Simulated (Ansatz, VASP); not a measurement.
**One calculation of Si, two programs**

INCAR

```
PREC     = Accurate       # precision mode
ENCUT    = 600            # plane-wave cutoff, eV
EDIFF    = 1E-6           # SCF threshold, eV
ISMEAR   = 0              # smearing method
SIGMA    = 0.01           # smearing width, eV
LREAL    = F              # projectors in reciprocal space
LASPH    = T              # aspherical terms in the spheres
NELM     = 100            # most SCF steps
ALGO     = Normal         # electronic algorithm
ISIF     = 3              # what is computed and relaxed
LWAVE    = F              # write WAVECAR
LCHARG   = F              # write CHGCAR
GGA      = PS             # functional
IBRION   = 2              # ionic algorithm
NSW      = 100            # ionic steps
EDIFFG   = -0.005         # ionic threshold
```

File KPOINTS:

```
regular mesh
0
Gamma
  10 10 10
```

Contents of POSCAR:

```
Si
1.0
   -3.3254442900      3.3254442900      1.9223856600
    3.3254442900     -3.3254442900      1.9223856600
    3.3254442900      3.3254442900     -1.9223856600
Si
4
Direct
    0.1788010600      0.1788010600      0.3576021200
    0.8211989400      0.8211989400      0.6423978800
    0.1788010600      0.8211989400      0.0000000000
    0.8211989400      0.1788010600      0.0000000000
```

Input for Ansatz:

```yaml
crystal:
  lattice:
    - [-3.32544429, 3.32544429, 1.92238566]
    - [3.32544429, -3.32544429, 1.92238566]
    - [3.32544429, 3.32544429, -1.92238566]
  atoms:
    - { symbol: Si, position: [0.17880106, 0.17880106, 0.35760212] }
    - { symbol: Si, position: [0.82119894, 0.82119894, 0.64239788] }
    - { symbol: Si, position: [0.17880106, 0.82119894, 0.0] }
    - { symbol: Si, position: [0.82119894, 0.17880106, 0.0] }
basis:
  ecutwfc: 420
kpoints:
  mp_grid: { grid: [10, 10, 10] }
hamiltonian:
  xc: pbesol
  pseudopotentials: { kind: paw, azcp: { folder: soft_1 } }
scf:
  occupations: { method: gaussian, width: 0.01 }
output:
  forces: true
  stress: true
  eigenvalues: true
  write_density: true
  write_potential: true
  elf: true
  volumetric_format: npy
relax:
  adjacent_minimum: "off"
  f_tol: 0.005
  max_steps: 80
  cell: { stress_tol: 0.05 }
```

Alike in both runs: task relaxation of cell and atoms; functional PBEsol; k mesh 10 × 10 × 10; occupations gaussian, width 0.01 eV; no spin polarisation.

```csv
,VASP,Ansatz
version,VASP 6.6.1,Ansatz 0.2.0
potentials or method,"VASP PAW PBE potentials, release 64 (Si), cutoff 600 eV","scalar-relativistic, plane waves, PAW"
valence electrons in the cell,16,16
```

Ansatz gave:

| Quantity | Value |
| --- | --- |
| gap on the k mesh at the Fermi level, each at its own relaxed structure (eV) | 0.24 |
| relaxed volume (Å³/atom) | 21.18 |
| relaxed cell length with the largest relative difference (Å) | 5.075 |

**Question.** Which values does VASP return?

**Answer.** gap on the k mesh at the Fermi level, each at its own relaxed structure (eV): 0.23; relaxed volume (Å³/atom): 21.20; relaxed cell length with the largest relative difference (Å): 5.077.

VASP's potentials were made for PBE, not for PBEsol, and Ansatz warns of the same on its side.
